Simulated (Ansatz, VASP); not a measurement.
GaN in VASP and in Ansatz

The input INCAR:

```
SYSTEM = GaN
ALGO = Normal
EDIFF = 1E-6
ENCUT = 600
GGA = PS
GGA_COMPAT = .FALSE.
ISIF = 2
ISMEAR = 0
LASPH = .TRUE.
LCHARG = .FALSE.
LREAL = .FALSE.
LWAVE = .FALSE.
NBANDS = 26
NELM = 120
PREC = Accurate
SIGMA = 0.02
```

Contents of KPOINTS:

```
k-points
0
G
  6 6 4
  0 0 0
```

The input POSCAR:

```
GaN
1.0
    3.1828215298      0.0000000000      0.0000000000
   -1.5914107649      2.7564043006      0.0000000000
    0.0000000000      0.0000000000      5.1856745430
Ga N
2 2
Direct
    0.3333333333      0.6666666667      0.0001943565
    0.6666666667      0.3333333333      0.5001943565
    0.3333333333      0.6666666667      0.3768056435
    0.6666666667      0.3333333333      0.8768056435
```

Input for Ansatz:

```yaml
crystal:
  lattice:
    - [3.1828215298, 0.0, 0.0]
    - [-1.5914107649, 2.7564043006, 0.0]
    - [0.0, 0.0, 5.185674543]
  atoms:
    - { symbol: Ga, position: [0.3333333333, 0.6666666667, 0.0001943565] }
    - { symbol: Ga, position: [0.6666666667, 0.3333333333, 0.5001943565] }
    - { symbol: "N", position: [0.3333333333, 0.6666666667, 0.3768056435] }
    - { symbol: "N", position: [0.6666666667, 0.3333333333, 0.8768056435] }
basis:
  ecutwfc: 420
kpoints:
  mp_grid: { grid: [6, 6, 4] }
hamiltonian:
  xc: pbesol
  pseudopotentials: { kind: paw, azcp: { folder: soft_1 } }
scf:
  occupations: { method: gaussian, width: 0.02 }
output:
  forces: true
  stress: true
  eigenvalues: true
```

Alike in both runs: task single point; functional PBEsol; k mesh 6 × 6 × 4; occupations gaussian, width 0.02 eV; no spin polarisation.

|  | VASP | Ansatz |
| --- | --- | --- |
| version | VASP 6.6.1 | Ansatz 0.2.0 |
| potentials or method | VASP PAW PBE potentials, release 64 (Ga_d, N), cutoff 600 eV | scalar-relativistic, plane waves, PAW |
| valence electrons in the cell | 36 | 36 |

VASP gave:

| Quantity | Value |
| --- | --- |
| gap on the k mesh at the Fermi level (eV) | 1.89 |
| least direct gap on the mesh (eV) | 1.89 |
| pressure (GPa) | -0.4 |

What did Ansatz give for the same quantities?

gap on the k mesh at the Fermi level (eV): 1.88; least direct gap on the mesh (eV): 1.88; pressure (GPa): 0.0.

VASP's potentials were made for PBE, not for PBEsol, and Ansatz warns of the same on its side.
